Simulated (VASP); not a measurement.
# HfC (P6_3/mmc) in VASP: further runs

Runs on HfC. Level: PBE. Tasks: relaxation of shape and atoms at fixed volume, relaxation of cell and atoms.

Program: VASP 6.6.1. These are calculated values, not measurements. Logs are shortened: lines on timing, memory, paths and dates and some standing lists are left out, and cuts for length are marked.

## 1. The cell of the first run

The structure is hexagonal, space group P6_3/mmc (No. 194). The conventional cell has a = 3.311 Å, b = 3.311 Å, c = 5.835 Å, α = 90.00°, β = 90.00°, γ = 120.00°. Within 3.4 Å of Hf (site symmetry -3m) lie 6 C at 2.40 Å and 8 Hf at 2.92 to 3.31 Å. C (site symmetry -6m2) has 6 Hf at 2.40 Å and 12 C at 3.31 to 3.49 Å within 3.5 Å.

## 2. Relaxation of shape and atoms at fixed volume, PBE (13.85 Å³/atom)

File INCAR:

```
SYSTEM = HfC
  ALGO = Normal
  EDIFF = 1E-6
  EDIFFG = -0.01
  ENCUT = 600
  GGA = PE
  IBRION = 2
  ISIF = 4
  ISMEAR = 0
  LASPH = .True.
  LCHARG = .False.
  LREAL = .False.
  LWAVE = .False.
  NELM = 100
  NSW = 60
  PREC = Accurate
  SIGMA = 0.05
```

File KPOINTS:

```
k-points
0
Gamma
  12 12 6
  0 0 0
```

File POSCAR:

```
HfC
1.0
    3.3107743719      0.0000000000      0.0000000000
   -1.6553871859      2.8672147123      0.0000000000
    0.0000000000      0.0000000000      5.8351121677
Hf C
2 2
Direct
    0.0000000000      0.0000000000      0.0000000000
    0.0000000000      0.0000000000      0.5000000000
    0.3333333333      0.6666666667      0.2500000000
    0.6666666667      0.3333333333      0.7500000000
```

Potentials or basis: VASP PAW PBE potentials, release 64 (Hf_pv, C).

Launch:

```console
$ cat potpaw_PBE.64/Hf_pv/POTCAR potpaw_PBE.64/C/POTCAR > POTCAR
$ mpirun -np 1 vasp_std > vasp.out
```

OUTCAR:

```text
SYSTEM = HfC
   EDIFF = 1E-6
   EDIFFG = -0.01
   ENCUT = 600
   GGA = PE
   IBRION = 2
   ISIF = 4
   ISMEAR = 0
   LASPH = .True.
   LREAL = .False.
   NELM = 100
   NSW = 60
   PREC = Accurate

 ion  position               nearest neighbor table
   1  0.000  0.000  0.000-   3 2.40   4 2.40   4 2.40   3 2.40   4 2.40   3 2.40   2 2.92   2 2.92

   2  0.000  0.000  0.500-   3 2.40   4 2.40   4 2.40   3 2.40   4 2.40   3 2.40   1 2.92   1 2.92

   3  0.333  0.667  0.250-   1 2.40   2 2.40   1 2.40   2 2.40   1 2.40   2 2.40
   4  0.667  0.333  0.750-   1 2.40   2 2.40   1 2.40   2 2.40   1 2.40   2 2.40

  LATTYP: Found a hexagonal cell.
 ALAT       =     3.3107743719
 C/A-ratio  =     1.7624614402

  Lattice vectors:

 A1 = (   3.3107743719,   0.0000000000,   0.0000000000)
 A2 = (  -1.6553871859,   2.8672147123,   0.0000000000)
 A3 = (   0.0000000000,   0.0000000000,   5.8351121677)

Analysis of symmetry for initial positions (statically):
=====================================================================
 Subroutine PRICEL returns:
 Original cell was already a primitive cell.

 Routine SETGRP: Setting up the symmetry group for a
 hexagonal supercell.

 Subroutine GETGRP returns: Found 24 space group operations
 (whereof 12 operations were pure point group operations)
 out of a pool of 24 trial point group operations.

The static configuration has the point symmetry D_3d.
 The point group associated with its full space group is D_6h.

Analysis of symmetry for dynamics (positions and initial velocities):
=====================================================================
 Subroutine PRICEL returns:
 Original cell was already a primitive cell.

 Routine SETGRP: Setting up the symmetry group for a
 hexagonal supercell.

 Subroutine GETGRP returns: Found 24 space group operations
 (whereof 12 operations were pure point group operations)
 out of a pool of 24 trial point group operations.

The dynamic configuration has the point symmetry D_3d.
 The point group associated with its full space group is D_6h.

 Subroutine INISYM returns: Found 24 space group operations
 (whereof 12 operations are pure point group operations),
 and found     1 'primitive' translations

----------------------------------------------------------------------------------------

                                     Primitive cell

  volume of cell :      55.3910
[... 102 lines left out ...]
   TEBEG  =    0.0;   TEEND  =   0.0 temperature during run
   PSTRESS=    0.0 pullay stress
   NELECT =      28.0000    total number of electrons
   NUPDOWN=      -1.0000    fix difference up-down
   EMIN   =  10.00;   EMAX   =-10.00  energy-range for DOS
   EFERMI =   0.00;   METHOD = LEGACY
   ISMEAR =     0;   SIGMA  =   0.05  broadening in eV -4-tet -1-fermi 0-gaus
   EFERMI_NEDOS =   21; number of points for ismear=-14 and -15
   IALGO  =     38    algorithm
   IMIX   =      4    mixing-type and parameters
     AMIX     =   0.40;   BMIX     =  1.00
     AMIX_MAG =   1.60;   BMIX_MAG =  1.00
  volume/ion in A,a.u.               =      13.85        93.45
  Fermi-wavevector in a.u.,A,eV,Ry     =   1.304111  2.464412 23.139497  1.700705
  Thomas-Fermi vector in A             =   2.435068
   LORBIT       =      0    0 simple, 1 ext, 2 COOP (PROOUT), +10 PAW based schemes
   GGA     = PE    functional components
   LHFCALC =     F    Hartree Fock is set to
   AEXX    =    0.0000 exact exchange contribution
   IVDW    =     0    specifies the selected vdW correction
   LEPSILON=     F    determine dielectric tensor
   LRPA    =     F    only Hartree local field effects (RPA)
 conjugate gradient relaxation of ions
 non-spin polarized calculation
 Gauss-broadening in eV      SIGMA  =   0.05
  energy-cutoff  :      600.00
  volume of cell :       55.39
 maximum number of plane-waves:      1883
 NGX is ok and might be reduce to    28
   NGX = 13   NGY = 13   NGZ = 23

--------------------------------------- Ionic step        1  -------------------------------------------

 number of electron      28.0000000 magnetization

 Free energy of the ion-electron system (eV)
  ---------------------------------------------------
  ext. energy  EPLUGINS =         0.00000000
  ---------------------------------------------------
  free energy    TOTEN  =       -39.89518909 eV

  energy without entropy =      -39.89372729  energy(sigma->0) =      -39.89445819

------------------------ aborting loop because EDIFF is reached ----------------------------------------

  FORCE on cell =-STRESS in cart. coord.  units (eV):
  Direction    XX          YY          ZZ          XY          YZ          ZX
  --------------------------------------------------------------------------------------
  -------------------------------------------------------------------------------------
  Total       -2.7846320     -2.7846320     -3.2117503     -0.0000000      0.0000000     -0.0000000
  in kB      -80.5451474    -80.5451474    -92.8994945     -0.0000000      0.0000000     -0.0000000
  external PRESSURE =     -84.6632631 kB  Pullay stress =       0.0000000 kB
[... 63 lines left out ...]
--------------------------------------- Ionic step        3  -------------------------------------------

 number of electron      27.9999999 magnetization

 Free energy of the ion-electron system (eV)
  ---------------------------------------------------
  ext. energy  EPLUGINS =         0.00000000
  ---------------------------------------------------
  free energy    TOTEN  =       -39.89555795 eV

  energy without entropy =      -39.89405087  energy(sigma->0) =      -39.89480441

 E-fermi :   5.0640     XC(G=0): -11.7636

 val. band max:        5.0599247974   @ k =   0.4167   0.0000   0.1667
 cond. band min:       5.0807372833   @ k =   0.0833   0.0833   0.0000
 fundamental gap:      0.0208124860
 Fermi energy:         5.0639827036

 k-point     1 :       0.0000    0.0000    0.0000
  band No.  band energies     occupation
      1     -25.5009      2.00000
      2     -24.8963      2.00000
      3     -24.8963      2.00000
      4     -24.7957      2.00000
      5     -24.7957      2.00000
      6     -24.5312      2.00000
[... 481 lines left out ...]
      5     -24.8742      2.00000
      6     -24.5584      2.00000
[... 10 lines left out ...]
     17       9.2156      0.00000
     18       9.3955      0.00000

 [... further k-points ...]

------------------------ aborting loop because EDIFF is reached ----------------------------------------

  FORCE on cell =-STRESS in cart. coord.  units (eV):
  Direction    XX          YY          ZZ          XY          YZ          ZX
  --------------------------------------------------------------------------------------
  -------------------------------------------------------------------------------------
  Total       -2.9010199     -2.9010199     -2.8986674     -0.0000000     -0.0000000      0.0000000
  in kB      -83.9116539    -83.9116539    -83.8436085     -0.0000000     -0.0000000      0.0000000
  external PRESSURE =     -83.8889721 kB  Pullay stress =       0.0000000 kB
[... 19 lines left out ...]
  FREE ENERGIE OF THE ION-ELECTRON SYSTEM (eV)
  ---------------------------------------------------
  free  energy   TOTEN  =       -39.8955579546 eV

  energy  without entropy=      -39.8940508698  energy(sigma->0) =      -39.89480441

 reached required accuracy - stopping structural energy minimisation
```

OSZICAR:

```text
N       E                     dE             d eps       ncg     rms          rms(c)
DAV:   1     0.105600806963E+03    0.10560E+03   -0.16872E+04  2736   0.167E+03
DAV:   2    -0.401095798937E+02   -0.14571E+03   -0.14234E+03  3622   0.341E+02
DAV:   3    -0.465800064768E+02   -0.64704E+01   -0.62635E+01  3460   0.518E+01
DAV:   4    -0.466650489088E+02   -0.85042E-01   -0.84964E-01  3744   0.628E+00
[... 19 lines left out ...]
DAV:   1    -0.398959162340E+02   -0.72339E-03   -0.31334E-02  2780   0.138E+00    0.249E-01
DAV:   2    -0.398956615546E+02    0.25468E-03   -0.58830E-04  3140   0.164E-01    0.616E-02
DAV:   3    -0.398955743546E+02    0.87200E-04   -0.10022E-04  3612   0.578E-02    0.323E-02
DAV:   4    -0.398955580845E+02    0.16270E-04   -0.32396E-05  3670   0.342E-02    0.221E-02
DAV:   5    -0.398955579546E+02    0.12985E-06   -0.14272E-06  2110   0.886E-03
   3 F= -.39895558E+02 E0= -.39894804E+02  d E =-.368868E-03
```

CONTCAR:

```text
HfC
   1.00000000000000
     3.3136303742143642   -0.0000000000009733   -0.0000000000000000
    -1.6568151870579819    2.8696880828568063    0.0000000000000000
     0.0000000000000000    0.0000000000000000    5.8250579913510885
  Hf              C
     2     2
Direct
     0.0000000000000000    0.0000000000000000    0.0000000000000000
     0.0000000000000000    0.0000000000000000    0.5000000000000000
     0.3333333332999970    0.6666666667000030    0.2500000000000000
     0.6666666667000030    0.3333333332999970    0.7500000000000000

  0.00000000E+00  0.00000000E+00  0.00000000E+00
  0.00000000E+00  0.00000000E+00  0.00000000E+00
  0.00000000E+00  0.00000000E+00  0.00000000E+00
  0.00000000E+00  0.00000000E+00  0.00000000E+00
```

Wall time 59 s (1 thread of Intel Xeon 6975P-C (Granite Rapids), shared host); peak memory 0.25 GiB.

Results:

| Quantity | Value |
| --- | --- |
| Free energy | -39.8956 eV |
| Energy gained by relaxing | 0.1 meV/atom |
| Ionic steps | 3 |
| Pressure after relaxing | -8.4 GPa |
| Band gap on the k mesh | zero (bands 14 and 15 overlap by 1.48 eV) |

Step by step:
```csv
step,energy change (eV),largest force (eV/Å),pressure (GPa),volume (Å³)
1,0.0000,0.0000,-8.47,55.39
2,0.0000,0.0000,-8.30,55.39
3,-0.0004,0.0000,-8.39,55.39
```

Final structure:
```
CELL_PARAMETERS angstrom
3.31363 0.00000 0.00000
-1.65682 2.86969 0.00000
0.00000 0.00000 5.82506
ATOMIC_POSITIONS crystal
Hf 0.00000 0.00000 0.00000
Hf 0.00000 0.00000 0.50000
C 0.33333 0.66667 0.25000
C 0.66667 0.33333 0.75000
```

Levels at points of the mesh, in eV from the Fermi level:
```tsv
k point	band 10	band 11	band 12	band 13	band 14	band 15	band 16	band 17	band 18
(0.00, 0.00, 0.00)	-2.13	-2.13	-1.03	0.79	1.37	1.37	2.06	2.06	2.19
(0.50, 0.00, 0.00)	-3.46	-2.37	-1.79	-1.02	-0.95	0.31	2.12	5.30	5.32
(0.00, 0.00, 0.50)	-3.00	-1.06	-1.06	-1.06	-1.06	2.79	2.79	3.08	3.08
(0.50, 0.00, 0.50)	-4.19	-1.79	-1.79	-1.27	-1.27	1.14	1.14	5.63	5.63
```

Caveat: spin-orbit coupling is left out, which moves the levels of the heavy elements.

## 3. Relaxation of shape and atoms at fixed volume, PBE (14.25 Å³/atom)

This run uses another cell than the first one, of 14.25 Å³/atom.

File INCAR:

```
SYSTEM = HfC
PREC     = Accurate       ! precision mode
ENCUT    = 600            ! plane-wave cutoff, eV
EDIFF    = 1E-6           ! SCF threshold, eV
ISMEAR   = 0              ! smearing method
SIGMA    = 0.05           ! smearing width, eV
LREAL    = .False.        ! projectors in reciprocal space
LASPH    = .True.         ! aspherical terms in the spheres
NELM     = 60             ! most SCF steps
ALGO     = Normal         ! electronic algorithm
ISIF     = 4              ! what is computed and relaxed
LWAVE    = .False.        ! write WAVECAR
LCHARG   = .False.        ! write CHGCAR
GGA      = PE             ! functional
IBRION   = 2              ! ionic algorithm
NSW      = 60             ! ionic steps
EDIFFG   = -0.01          ! ionic threshold
```

File KPOINTS:

```
Automatic mesh
0
Gamma
  12 12 6
  0 0 0
```

File POSCAR:

```
HfC
1.0
    3.3443306832      0.0000000000      0.0000000000
   -1.6721653416      2.8962753303      0.0000000000
    0.0000000000      0.0000000000      5.8835627537
Hf C
2 2
Direct
    0.0000000000      0.0000000000      0.0000000000
    0.0000000000      0.0000000000      0.5000000000
    0.3333333333      0.6666666667      0.2500000000
    0.6666666667      0.3333333333      0.7500000000
```

Potentials or basis: VASP PAW PBE potentials, release 64 (Hf_pv, C).

Launch:

```console
$ cat potpaw_PBE.64/Hf_pv/POTCAR potpaw_PBE.64/C/POTCAR > POTCAR
$ mpirun -np 1 vasp_std > vasp.out
```

Run time: 62 s. Hardware: 1 thread of Intel Xeon 6975P-C (Granite Rapids), shared host; peak memory 0.25 GiB.

The run converged. Its results:

* Free energy: -39.7885 eV
* Energy gained by relaxing: 0.2 meV/atom
* Ionic steps: 3
* Pressure after relaxing: -13.2 GPa
* Band gap on the k mesh: zero (bands 14 and 15 overlap by 1.46 eV)

The path:
| step | energy change (eV) | largest force (eV/Å) | pressure (GPa) | volume (Å³) |
| --- | --- | --- | --- | --- |
| 1 | 0.0000 | 0.0000 | -13.25 | 56.99 |
| 2 | 0.0000 | 0.0000 | -13.04 | 56.99 |
| 3 | -0.0007 | 0.0000 | -13.15 | 56.99 |

Final structure:
```
Hf C
1.0
     3.34820    0.00000    0.00000
    -1.67410    2.89963    0.00000
     0.00000    0.00000    5.86996
Hf C
2 2
Direct
  0.00000 0.00000 0.00000
  0.00000 0.00000 0.50000
  0.33333 0.66667 0.25000
  0.66667 0.33333 0.75000
```

Levels at points of the mesh, in eV from the Fermi level:
| k point | band 12 | band 13 | band 14 | band 15 | band 16 | band 17 |
| --- | --- | --- | --- | --- | --- | --- |
| (0.00, 0.00, 0.00) | -0.98 | 0.79 | 1.34 | 1.34 | 2.01 | 2.01 |
| (0.50, 0.00, 0.00) | -1.78 | -1.05 | -0.90 | 0.28 | 2.11 | 5.12 |
| (0.00, 0.00, 0.50) | -1.03 | -1.03 | -1.03 | 2.72 | 2.72 | 3.00 |
| (0.50, 0.00, 0.50) | -1.75 | -1.23 | -1.23 | 1.12 | 1.12 | 5.45 |

Caveat: spin-orbit coupling is left out, which moves the levels of the heavy elements.

## 4. Relaxation of shape and atoms at fixed volume, PBE (14.65 Å³/atom)

This run uses another cell than the first one, of 14.65 Å³/atom.

File INCAR:

```
PREC     = Accurate       # precision mode
ENCUT    = 600            # plane-wave cutoff, eV
EDIFF    = 1E-6           # SCF threshold, eV
ISMEAR   = 0              # smearing method
SIGMA    = 0.05           # smearing width, eV
LREAL    = F              # projectors in reciprocal space
LASPH    = T              # aspherical terms in the spheres
NELM     = 60             # most SCF steps
ALGO     = Normal         # electronic algorithm
ISIF     = 4              # what is computed and relaxed
LWAVE    = F              # write WAVECAR
LCHARG   = F              # write CHGCAR
GGA      = PE             # functional
IBRION   = 2              # ionic algorithm
NSW      = 60             # ionic steps
EDIFFG   = -0.01          # ionic threshold
```

File KPOINTS:

```
Automatic mesh
0
Gamma
  12 12 6
```

File POSCAR:

```
HfC
1.0
    3.3783156648      0.0000000000      0.0000000000
   -1.6891578324      2.9257071877      0.0000000000
    0.0000000000      0.0000000000      5.9274414156
Hf C
2 2
Direct
    0.0000000000      0.0000000000      0.0000000000
    0.0000000000      0.0000000000      0.5000000000
    0.3333333333      0.6666666667      0.2500000000
    0.6666666667      0.3333333333      0.7500000000
```

Launch:

```console
$ cat potpaw_PBE.64/Hf_pv/POTCAR potpaw_PBE.64/C/POTCAR > POTCAR
$ mpirun -np 1 vasp_std > vasp.out
```

Wall time 63 s (1 thread of Intel Xeon 6975P-C (Granite Rapids), shared host); peak memory 0.25 GiB.

It converged, with:

```yaml
Free_energy: -39.6374 eV
Energy_gained_by_relaxing: 0.2 meV/atom
Ionic_steps: 3
Pressure_after_relaxing: -17.2 GPa
Band_gap_on_the_k_mesh: zero (bands 14 and 15 overlap by 1.44 eV)
```

Step by step:
| step | energy change (eV) | largest force (eV/Å) | pressure (GPa) | volume (Å³) |
| --- | --- | --- | --- | --- |
| 1 | 0.0000 | 0.0000 | -17.34 | 58.59 |
| 2 | -0.0001 | 0.0000 | -17.14 | 58.59 |
| 3 | -0.0006 | 0.0000 | -17.24 | 58.59 |

Final structure:
```yaml
crystal:
  lattice:
    - [3.38221, 0.00000, 0.00000]
    - [-1.69110, 2.92908, 0.00000]
    - [0.00000, 0.00000, 5.91381]
  atoms:
    - { symbol: Hf, position: [0.00000, 0.00000, 0.00000] }
    - { symbol: Hf, position: [0.00000, 0.00000, 0.50000] }
    - { symbol: C, position: [0.33333, 0.66667, 0.25000] }
    - { symbol: C, position: [0.66667, 0.33333, 0.75000] }
```

Levels at points of the mesh, in eV from the Fermi level:
```tsv
k point	band 12	band 13	band 14	band 15	band 16	band 17
(0.00, 0.00, 0.00)	-0.93	0.78	1.31	1.31	1.96	1.96
(0.50, 0.00, 0.00)	-1.77	-1.07	-0.86	0.25	2.10	4.93
(0.00, 0.00, 0.50)	-1.00	-1.00	-1.00	2.64	2.64	2.92
(0.50, 0.00, 0.50)	-1.72	-1.21	-1.21	1.11	1.11	5.28
```

Caveat: spin-orbit coupling is left out, which moves the levels of the heavy elements.

[end of part 1 of 2]

The gap in the log of VASP goes by the Fermi energy; the results here count the filled bands.